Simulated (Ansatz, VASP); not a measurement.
# Ta4Mo in VASP and in Ansatz

Contents of INCAR:

```
SYSTEM = Ta4Mo
ALGO = Normal
EDIFF = 1E-6
EDIFFG = -0.04
ENCUT = 600
GGA = PE
IBRION = 2
ISIF = 3
ISMEAR = 0
LASPH = .True.
LCHARG = .False.
LREAL = .False.
LWAVE = .False.
NELM = 100
NSW = 90
PREC = Accurate
SIGMA = 0.1
```

File KPOINTS:

```
k-points
0
Gamma
  4 4 4
  0 0 0
```

The input POSCAR:

```
Ta4Mo
1.0
   -2.7495203700      2.7495203700      2.7495203700
    2.7495203700     -2.7495203700      2.7495203700
    2.7495203700      2.7495203700     -2.7495203700
Ta Mo
4 1
Direct
    0.0000000000      0.0000000000      0.5000000000
    0.0000000000      0.5000000000      0.0000000000
    0.5000000000      0.0000000000      0.0000000000
    0.5000000000      0.5000000000      0.5000000000
    0.0000000000      0.0000000000      0.0000000000
```

Input for Ansatz:

```yaml
crystal:
  lattice:
    - [-2.74952037, 2.74952037, 2.74952037]
    - [2.74952037, -2.74952037, 2.74952037]
    - [2.74952037, 2.74952037, -2.74952037]
  atoms:
    - { symbol: Ta, position: [0.0, 0.0, 0.5] }
    - { symbol: Ta, position: [0.0, 0.5, 0.0] }
    - { symbol: Ta, position: [0.5, 0.0, 0.0] }
    - { symbol: Ta, position: [0.5, 0.5, 0.5] }
    - { symbol: Mo, position: [0.0, 0.0, 0.0] }
basis:
  ecutwfc: 420
kpoints:
  mp_grid: { grid: [4, 4, 4] }
hamiltonian:
  xc: pbe
scf:
  occupations: { method: gaussian, width: 0.1 }
  lower_state_search: "off"
output:
  forces: true
  stress: true
  eigenvalues: true
relax:
  adjacent_minimum: "off"
  f_tol: 0.04
  max_steps: 70
  cell: { stress_tol: 0.4 }
```

Change from the starting cell: species swapped into the MnGa4 type (Im-3m, No. 229).

Alike in both runs: task relaxation of cell and atoms; functional PBE; k mesh 4 × 4 × 4; occupations gaussian, width 0.1 eV; no spin polarisation.

```csv
,VASP,Ansatz
version,VASP 6.6.1,Ansatz 0.2.0
potentials or method,"VASP PAW PBE potentials, release 64 (Ta_pv, Mo_sv), cutoff 600 eV","scalar-relativistic, plane waves, PAW"
valence electrons in the cell,58,66
```

Ansatz gave:

| Property | Result |
| --- | --- |
| gap on the k mesh at the Fermi level, each at its own relaxed structure (eV) | none |
| relaxed volume (Å³/atom) | 21.80 |
| relaxed cell length with the largest relative difference (Å) | 5.212 |

**Question.** What did VASP give for the same quantities?

**Answer.** gap on the k mesh at the Fermi level, each at its own relaxed structure (eV): none; relaxed volume (Å³/atom): 21.83; relaxed cell length with the largest relative difference (Å): 5.214.

A gap of «none» marks a metal or a gap that the smearing closes. VASP's potentials hold 58 valence electrons a cell and Ansatz's 66, so a difference there can come from the potentials and not from the codes.

The k mesh is coarse, so the values compare programs but aren't converged. Spin-orbit coupling is off throughout. Noted on VASP's run: the volume moved by over 15 % at a fixed basis, so the end points are rough.
